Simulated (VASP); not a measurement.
# Ti (P6_3/mmc) in VASP: notebook, part 2 of 2

VASP 6.6.1.

### Step 3. Relaxation of cell and atoms, PBEsol, target pressure 2 GPa, at which the enthalpy is minimised

The input, INCAR:

```
PREC = Accurate
ENCUT = 600
EDIFF = 1E-6
ISMEAR = -1
SIGMA = 0.08
LREAL = F
LASPH = T
NELM = 100
ALGO = Normal
ISIF = 3
LWAVE = F
LCHARG = F
GGA = PS
IBRION = 2
NSW = 100
EDIFFG = -0.002
PSTRESS = 20.0
```

The input, KPOINTS:

```
regular mesh
0
Gamma
  18 18 10
```

The input, POSCAR:

```
Ti
1.0
    2.9009130925      0.0000000000      0.0000000000
   -1.4504565462      2.5122644322      0.0000000000
    0.0000000000      0.0000000000      4.5923241493
Ti
2
Direct
    0.3333333333      0.6666666667      0.2500000000
    0.6666666667      0.3333333333      0.7500000000
```

Potentials or basis: VASP PAW PBE potentials, release 64 (Ti_sv).

Launch:

```
cat potpaw_PBE.64/Ti_sv/POTCAR > POTCAR
mpirun -np 1 vasp_std > vasp.out
```

OUTCAR:

```text
PREC = Accurate
   ENCUT = 600
   EDIFF = 1E-6
   ISMEAR = -1
   LREAL = F
   LASPH = T
   NELM = 100
   ISIF = 3
   GGA = PS
   IBRION = 2
   NSW = 100
   EDIFFG = -0.002
   PSTRESS = 20.0

 ion  position               nearest neighbor table
   1  0.333  0.667  0.250-   2 2.84   2 2.84   2 2.84   2 2.84   2 2.84   2 2.84
   2  0.667  0.333  0.750-   1 2.84   1 2.84   1 2.84   1 2.84   1 2.84   1 2.84

  LATTYP: Found a hexagonal cell.
 ALAT       =     2.9009130925
 C/A-ratio  =     1.5830616095

  Lattice vectors:

 A1 = (   2.9009130925,   0.0000000000,   0.0000000000)
 A2 = (  -1.4504565462,   2.5122644322,   0.0000000000)
 A3 = (   0.0000000000,   0.0000000000,   4.5923241493)

Analysis of symmetry for initial positions (statically):
=====================================================================
 Subroutine PRICEL returns:
 Original cell was already a primitive cell.

 Routine SETGRP: Setting up the symmetry group for a
 hexagonal supercell.

 Subroutine GETGRP returns: Found 24 space group operations
 (whereof 12 operations were pure point group operations)
[... 175 lines left out ...]
  Total       -0.0551367     -0.0551367     -0.0631236     -0.0000000      0.0000000     -0.0000000
  in kB       -2.6394808     -2.6394808     -3.0218298     -0.0000000      0.0000000     -0.0000000
  external PRESSURE =     -22.7669305 kB  Pullay stress =      20.0000000 kB
[... 97 lines left out ...]
  energy  without entropy=      -16.6520883590  energy(sigma->0) =      -16.67460980

  enthalpy is  TOTEN    =       -16.2871558659 eV   P V=        0.4099753731

[... ionic steps 4 to 51 ...]

--------------------------------------- Ionic step       52  -------------------------------------------

 number of electron      24.0000004 magnetization

------------------------ aborting loop because EDIFF is reached ----------------------------------------
[... 71 lines left out ...]
--------------------------------------- Ionic step       54  -------------------------------------------

 number of electron      24.0000004 magnetization

 Free energy of the ion-electron system (eV)
  ---------------------------------------------------
  ext. energy  EPLUGINS =         0.00000000
  ---------------------------------------------------
  free energy    TOTEN  =       -16.69713542 eV

  energy without entropy =      -16.65208618  energy(sigma->0) =      -16.67461080

 E-fermi :   8.8005     XC(G=0): -11.9056

 val. band max:        8.7877598880   @ k =   0.3333   0.2222   0.3000
 cond. band min:       8.8047924315   @ k =   0.3333   0.1667   0.4000
 fundamental gap:      0.0170325435
 Fermi energy:         8.8005266195

 k-point     1 :       0.0000    0.0000    0.0000
  band No.  band energies     occupation
      1     -47.7208      2.00000
      2     -47.5457      2.00000
      3     -24.4794      2.00000
      4     -23.7109      2.00000
      5     -23.7109      2.00000
      6     -23.6187      2.00000
[... 433 lines left out ...]
      3     -24.2527      2.00000
      4     -24.1083      2.00000
      5     -24.1076      2.00000
      6     -23.9128      2.00000
[... 8 lines left out ...]
     15      10.0618      0.00000
     16      12.1614      0.00000

 [... further k-points ...]
[... 5 lines left out ...]
  --------------------------------------------------------------------------------------
  -------------------------------------------------------------------------------------
  Total        0.4108328      0.4108328      0.4101769      0.0000000      0.0000000     -0.0000000
  in kB       20.0416854     20.0416854     20.0096892      0.0000000      0.0000000     -0.0000000
  external PRESSURE =       0.0310200 kB  Pullay stress =      20.0000000 kB
[... 21 lines left out ...]
  energy  without entropy=      -16.6520861845  energy(sigma->0) =      -16.67461080

  enthalpy is  TOTEN    =       -16.2871570979 eV   P V=        0.4099783191

 reached required accuracy - stopping structural energy minimisation
```

Wall time 49 min (1 thread of Oxide Virtual Turin-like, shared host); peak memory 0.24 GiB.

What came out:

* Free energy: -16.6971 eV
* Relaxed volume: 16.42 Å³/atom
* Relaxed cell: a = 2.882 Å, b = 2.882 Å, c = 4.565 Å, α = 90.00°, β = 90.00°, γ = 120.00°
* Space group after relaxing (to 0.1 Å): P6_3/mmc (No. 194)
* Energy change on relaxing (the run minimises the enthalpy): +1.6 meV/atom
* Ionic steps: 54
* Pressure after relaxing: 2.0 GPa
* Band gap on the k mesh: zero (bands 12 and 13 overlap by 1.12 eV)

Step by step:
```csv
step,energy change (eV),largest force (eV/Å),pressure (GPa),volume (Å³)
1,0.0000,0.0000,-0.28,33.47
3,0.0033,0.0000,1.99,32.84
5,0.0033,0.0000,2.08,32.84
7,0.0031,0.0000,1.93,32.85
9,0.0032,0.0000,1.97,32.84
11,0.0033,0.0000,1.96,32.84
13,0.0033,0.0000,1.99,32.84
15,0.0034,0.0000,1.96,32.83
17,0.0035,0.0000,2.08,32.83
19,0.0034,0.0000,2.05,32.83
21,0.0033,0.0000,2.08,32.84
23,0.0031,0.0000,1.88,32.85
25,0.0032,0.0000,1.96,32.85
27,0.0033,0.0000,1.95,32.84
29,0.0033,0.0000,1.98,32.84
31,0.0033,0.0000,2.00,32.84
33,0.0034,0.0000,2.07,32.83
35,0.0033,0.0000,2.03,32.84
37,0.0032,0.0000,2.06,32.85
39,0.0031,0.0000,1.94,32.86
41,0.0032,0.0000,1.95,32.85
43,0.0032,0.0000,1.95,32.85
45,0.0033,0.0000,1.98,32.84
47,0.0036,0.0000,2.07,32.82
49,0.0034,0.0000,2.05,32.83
51,0.0034,0.0000,2.06,32.83
53,0.0033,0.0000,2.06,32.84
54,0.0033,0.0000,2.00,32.84
```

Final structure:
```
Ti
1.0
     2.88237    0.00000    0.00000
    -1.44119    2.49621    0.00000
     0.00000    0.00000    4.56468
Ti
2
Direct
  0.33333 0.66667 0.25000
  0.66667 0.33333 0.75000
```

Levels at points of the mesh, in eV from the Fermi level:
```csv
k point,band 10,band 11,band 12,band 13,band 14,band 15
"(0.00, 0.00, 0.00)",-2.82,0.81,0.81,0.95,0.96,1.36
"(0.50, 0.00, 0.00)",-2.32,-1.99,-0.54,0.49,0.69,1.28
"(0.00, 0.00, 0.50)",-4.39,0.10,0.10,0.71,0.71,0.71
"(0.50, 0.00, 0.50)",-2.69,-0.87,-0.87,1.51,1.51,1.85
```

Caveat: the cell is relaxed towards a set pressure, so the run minimises the enthalpy, not the energy; the PAW data sets were made with another functional, which shifts forces and pressure a little.

### Step 4. Relaxation of cell and atoms, PBEsol, target pressure 4 GPa, at which the enthalpy is minimised

The input, INCAR:

```
SYSTEM = Ti
PREC = Accurate
ENCUT = 600
EDIFF = 1E-6
ISMEAR = -1
SIGMA = 0.08
LREAL = .FALSE.
LASPH = .TRUE.
NELM = 100
ALGO = Normal
ISIF = 3
LWAVE = .FALSE.
LCHARG = .FALSE.
GGA = PS
IBRION = 2
NSW = 100
EDIFFG = -0.002
PSTRESS = 40.0
```

The input, KPOINTS:

```
Automatic mesh
0
G
  18 18 10
  0 0 0
```

POSCAR is that of step 3.

Potentials or basis: VASP PAW PBE potentials, release 64 (Ti_sv).

Launch:

```
cat potpaw_PBE.64/Ti_sv/POTCAR > POTCAR
mpirun -np 1 vasp_std > vasp.out
```

OUTCAR:

```text
SYSTEM = Ti
   PREC = Accurate
   ENCUT = 600
   EDIFF = 1E-6
   ISMEAR = -1
   LREAL = .FALSE.
   LASPH = .TRUE.
   NELM = 100
   ISIF = 3
   GGA = PS
   IBRION = 2
   NSW = 100
   EDIFFG = -0.002
   PSTRESS = 40.0

 ion  position               nearest neighbor table
   1  0.333  0.667  0.250-   2 2.84   2 2.84   2 2.84   2 2.84   2 2.84   2 2.84
   2  0.667  0.333  0.750-   1 2.84   1 2.84   1 2.84   1 2.84   1 2.84   1 2.84

  LATTYP: Found a hexagonal cell.
 ALAT       =     2.9009130925
 C/A-ratio  =     1.5830616095

  Lattice vectors:

 A1 = (   2.9009130925,   0.0000000000,   0.0000000000)
 A2 = (  -1.4504565462,   2.5122644322,   0.0000000000)
 A3 = (   0.0000000000,   0.0000000000,   4.5923241493)

Analysis of symmetry for initial positions (statically):
=====================================================================
 Subroutine PRICEL returns:
 Original cell was already a primitive cell.

 Routine SETGRP: Setting up the symmetry group for a
 hexagonal supercell.

 Subroutine GETGRP returns: Found 24 space group operations
 (whereof 12 operations were pure point group operations)
 out of a pool of 24 trial point group operations.

The static configuration has the point symmetry D_3d.
 The point group associated with its full space group is D_6h.

Analysis of symmetry for dynamics (positions and initial velocities):
=====================================================================
 Subroutine PRICEL returns:
 Original cell was already a primitive cell.

 Routine SETGRP: Setting up the symmetry group for a
 hexagonal supercell.

 Subroutine GETGRP returns: Found 24 space group operations
 (whereof 12 operations were pure point group operations)
 out of a pool of 24 trial point group operations.

The dynamic configuration has the point symmetry D_3d.
 The point group associated with its full space group is D_6h.

 Subroutine INISYM returns: Found 24 space group operations
 (whereof 12 operations are pure point group operations),
 and found     1 'primitive' translations
[... 128 lines left out ...]
  energy-cutoff  :      600.00
  volume of cell :       33.47
 maximum number of plane-waves:      1140
 NGX is ok and might be reduce to    24
   NGX = 11   NGY = 11   NGZ = 19

--------------------------------------- Ionic step        1  -------------------------------------------

 number of electron      23.9999996 magnetization

 Free energy of the ion-electron system (eV)
  ---------------------------------------------------
  ext. energy  EPLUGINS =         0.00000000
  ---------------------------------------------------
  free energy    TOTEN  =       -16.70039429 eV

  energy without entropy =      -16.65451453  energy(sigma->0) =      -16.67745441

------------------------ aborting loop because EDIFF is reached ----------------------------------------

  FORCE on cell =-STRESS in cart. coord.  units (eV):
  Direction    XX          YY          ZZ          XY          YZ          ZX
  --------------------------------------------------------------------------------------
  -------------------------------------------------------------------------------------
  Total       -0.0551367     -0.0551367     -0.0631236     -0.0000000      0.0000000     -0.0000000
  in kB       -2.6394808     -2.6394808     -3.0218298     -0.0000000      0.0000000     -0.0000000
  external PRESSURE =     -42.7669305 kB  Pullay stress =      40.0000000 kB
[... 97 lines left out ...]
  energy  without entropy=      -16.6434109417  energy(sigma->0) =      -16.66562094

  enthalpy is  TOTEN    =       -15.8804081796 eV   P V=        0.8074227679

[... ionic steps 4 to 10 ...]

--------------------------------------- Ionic step       11  -------------------------------------------

 number of electron      24.0000008 magnetization

------------------------ aborting loop because EDIFF is reached ----------------------------------------
[... 71 lines left out ...]
--------------------------------------- Ionic step       13  -------------------------------------------

 number of electron      24.0000008 magnetization

 Free energy of the ion-electron system (eV)
  ---------------------------------------------------
  ext. energy  EPLUGINS =         0.00000000
  ---------------------------------------------------
  free energy    TOTEN  =       -16.68781525 eV

  energy without entropy =      -16.64338863  energy(sigma->0) =      -16.66560194

 E-fermi :   8.9714     XC(G=0): -11.9811

 val. band max:        8.9593481920   @ k =   0.0556   0.0000   0.3000
 cond. band min:       8.9741060516   @ k =   0.3333   0.1667   0.4000
 fundamental gap:      0.0147578596
 Fermi energy:         8.9713920690

 k-point     1 :       0.0000    0.0000    0.0000
  band No.  band energies     occupation
      1     -47.5261      2.00000
      2     -47.3402      2.00000
      3     -24.3047      2.00000
      4     -23.4996      2.00000
      5     -23.4996      2.00000
      6     -23.4012      2.00000
[... 433 lines left out ...]
      3     -24.0701      2.00000
      4     -23.9180      2.00000
      5     -23.9139      2.00000
      6     -23.7119      2.00000
[... 8 lines left out ...]
     15      10.2546      0.00000
     16      12.3955      0.00000

 [... further k-points ...]
[... 5 lines left out ...]
  --------------------------------------------------------------------------------------
  -------------------------------------------------------------------------------------
  Total        0.8037590      0.8037590      0.8094207      0.0000000     -0.0000000      0.0000000
  in kB       39.8195694     39.8195694     40.1000590      0.0000000     -0.0000000      0.0000000
  external PRESSURE =      -0.0869340 kB  Pullay stress =      40.0000000 kB
[... 21 lines left out ...]
  energy  without entropy=      -16.6433886318  energy(sigma->0) =      -16.66560194

  enthalpy is  TOTEN    =       -15.8804142422 eV   P V=        0.8074010048

 reached required accuracy - stopping structural energy minimisation
```

OSZICAR:

```text
N       E                     dE             d eps       ncg     rms          rms(c)
DAV:   1     0.259437847828E+03    0.25944E+03   -0.14669E+04  7104   0.207E+03
DAV:   2     0.102288073669E+02   -0.24921E+03   -0.24776E+03  7304   0.519E+02
DAV:   3    -0.177263852436E+02   -0.27955E+02   -0.27746E+02 14000   0.141E+02
[... 94 lines left out ...]
DAV:   4    -0.166876855320E+02   -0.97054E-06   -0.83691E-06  7216   0.218E-02
  12 F= -.15880414E+02 E0= -.15858202E+02  d E =-.120286E-05
       N       E                     dE             d eps       ncg     rms          rms(c)
DAV:   1    -0.166878212163E+02   -0.13665E-03   -0.17606E-04  9040   0.197E-01    0.206E-02
DAV:   2    -0.166878153146E+02    0.59016E-05   -0.32400E-05 10440   0.699E-02    0.551E-03
DAV:   3    -0.166878152470E+02    0.67636E-07   -0.56030E-06  8256   0.165E-02
  13 F= -.15880414E+02 E0= -.15858201E+02  d E =-.111764E-05
```

CONTCAR:

```text
Ti
   1.00000000000000
     2.8673683559682561    0.0000000000015393   -0.0000000000000000
    -1.4336841779333731    2.4832138381963151   -0.0000000000000000
     0.0000000000000000    0.0000000000000000    4.5419491606998790
  Ti
     2
Direct
     0.3333333332999970    0.6666666667000030    0.2500000000000000
     0.6666666667000030    0.3333333332999970    0.7500000000000000

  0.00000000E+00  0.00000000E+00  0.00000000E+00
  0.00000000E+00  0.00000000E+00  0.00000000E+00
```

Run time: 20 min. Hardware: 1 thread of Oxide Virtual Turin-like, shared host; peak memory 0.23 GiB.

Results:

| Quantity | Value |
| --- | --- |
| Free energy | -16.6878 eV |
| Relaxed volume | 16.17 Å³/atom |
| Relaxed cell | a = 2.867 Å, b = 2.867 Å, c = 4.542 Å, α = 90.00°, β = 90.00°, γ = 120.00° |
| Space group after relaxing (to 0.1 Å) | P6_3/mmc (No. 194) |
| Energy change on relaxing (the run minimises the enthalpy) | +6.3 meV/atom |
| Ionic steps | 13 |
| Pressure after relaxing | 4.0 GPa |
| Band gap on the k mesh | zero (bands 12 and 13 overlap by 1.13 eV) |

Step by step:
| step | energy change (eV) | largest force (eV/Å) | pressure (GPa) | volume (Å³) |
| --- | --- | --- | --- | --- |
| 1 | 0.0000 | 0.0000 | -0.28 | 33.47 |
| 2 | 0.0501 | 0.0000 | 8.21 | 31.35 |
| 3 | 0.0126 | 0.0000 | 3.97 | 32.34 |
| 4 | 0.0131 | 0.0000 | 4.04 | 32.32 |
| 5 | 0.0127 | 0.0000 | 4.00 | 32.34 |
| 6 | 0.0125 | 0.0000 | 4.02 | 32.34 |
| 7 | 0.0121 | 0.0000 | 3.91 | 32.36 |
| 8 | 0.0124 | 0.0000 | 3.85 | 32.35 |
| 9 | 0.0125 | 0.0000 | 3.93 | 32.34 |
| 10 | 0.0125 | 0.0000 | 3.91 | 32.34 |
| 11 | 0.0131 | 0.0000 | 4.03 | 32.32 |
| 12 | 0.0127 | 0.0000 | 4.11 | 32.33 |
| 13 | 0.0126 | 0.0000 | 3.99 | 32.34 |

Final structure:
```cif
data_structure
_symmetry_space_group_name_H-M 'P 1'
_symmetry_Int_Tables_number 1
_cell_length_a 2.8674
_cell_length_b 2.8674
_cell_length_c 4.5419
_cell_angle_alpha 90.000
_cell_angle_beta 90.000
_cell_angle_gamma 120.000
_cell_volume 32.34
loop_
_atom_site_label
_atom_site_type_symbol
_atom_site_fract_x
_atom_site_fract_y
_atom_site_fract_z
_atom_site_occupancy
Ti1 Ti 0.33333 0.66667 0.25000 1
Ti2 Ti 0.66667 0.33333 0.75000 1
```

Levels at points of the mesh, in eV from the Fermi level:
```
           k point  band 9  band 10  band 11  band 12  band 13  band 14  band 15  band 16
(0.00, 0.00, 0.00)   -6.36    -2.86     0.82     0.82     0.96     1.01     1.38     1.38
(0.50, 0.00, 0.00)   -2.43    -2.37    -2.03    -0.52     0.49     0.70     1.30     3.68
(0.00, 0.00, 0.50)   -4.40    -4.40     0.10     0.10     0.72     0.72     0.72     0.72
(0.50, 0.00, 0.50)   -2.74    -2.74    -0.89    -0.89     1.56     1.56     1.88     1.88
```

Caveat: the cell is relaxed towards a set pressure, so the run minimises the enthalpy, not the energy; the PAW data sets were made with another functional, which shifts forces and pressure a little.

### Step 5. Summary

```csv
cell,gap on the mesh (eV),pressure (GPa)
relaxed to 1 GPa,none,1.0
relaxed to 2 GPa,none,2.0
relaxed to 4 GPa,none,4.0
```

Alike in all rows: task relaxation of cell and atoms; level PBEsol; potentials or basis VASP PAW PBE potentials, release 64 (Ti_sv); no spin polarisation; k mesh 18 × 18 × 10; cutoff (eV) 600; smearing fermi-dirac 0.08 eV.

Caveats: the cell is relaxed towards a set pressure, so the run minimises the enthalpy, not the energy; the PAW data sets were made with another functional, which shifts forces and pressure a little.

Absolute energies hang on the potentials; compare differences alone.
